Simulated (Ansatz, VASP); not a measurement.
CaO: VASP beside Ansatz

Contents of INCAR:

```
SYSTEM = CaO
PREC = Accurate ; ENCUT = 520
EDIFF = 1E-7 ; ISMEAR = 0
SIGMA = 0.01 ; LREAL = .False.
LASPH = .True. ; NELM = 100
ALGO = Normal ; ISIF = 2
LWAVE = .False. ; LCHARG = .False.
GGA = PE ; NBANDS = 24
```

KPOINTS

```
regular mesh
0
Gamma
  12 12 4
  0 0 0
```

The input POSCAR:

```
CaO
1.0
    3.3199366349      0.0000000000      0.0000000000
   -1.6599683174      2.8751494647      0.0000000000
    0.0000000000      0.0000000000      5.8143085363
Ca O
2 2
Direct
    0.0000000000      0.0000000000      0.0000000000
    0.0000000000      0.0000000000      0.5000000000
    0.3333333333      0.6666666667      0.2500000000
    0.6666666667      0.3333333333      0.7500000000
```

Input for Ansatz:

```yaml
crystal:
  lattice:
    - [3.3199366349, 0.0, 0.0]
    - [-1.6599683174, 2.8751494647, 0.0]
    - [0.0, 0.0, 5.8143085363]
  atoms:
    - { symbol: Ca, position: [0.0, 0.0, 0.0] }
    - { symbol: Ca, position: [0.0, 0.0, 0.5] }
    - { symbol: O, position: [0.3333333333, 0.6666666667, 0.25] }
    - { symbol: O, position: [0.6666666667, 0.3333333333, 0.75] }
kpoints:
  mp_grid: { grid: [12, 12, 4] }
hamiltonian:
  xc: pbe
scf:
  occupations: { method: fixed }
output:
  optics: { e_range: [0, 18], de: 0.05, sigma: 0.1, bands: auto }
  write_density: true
  write_potential: true
  elf: true
  volumetric_format: npy
```

Alike in both runs: task single point; functional PBE; k mesh 12 × 12 × 4; no spin polarisation.

```csv
,VASP,Ansatz
version,VASP 6.6.1,Ansatz 0.2.0
potentials or method,"VASP PAW PBE potentials, release 64 (Ca_sv, O)","plane waves, PAW"
plane-wave cutoff (eV),520,420
occupations,"gaussian, width 0.01 eV",fixed
valence electrons in the cell,32,32
```

|  | VASP | Ansatz | Ansatz less VASP |
| --- | --- | --- | --- |
| gap on the k mesh at the Fermi level (eV) | 3.83 | 3.85 | +0.016 |
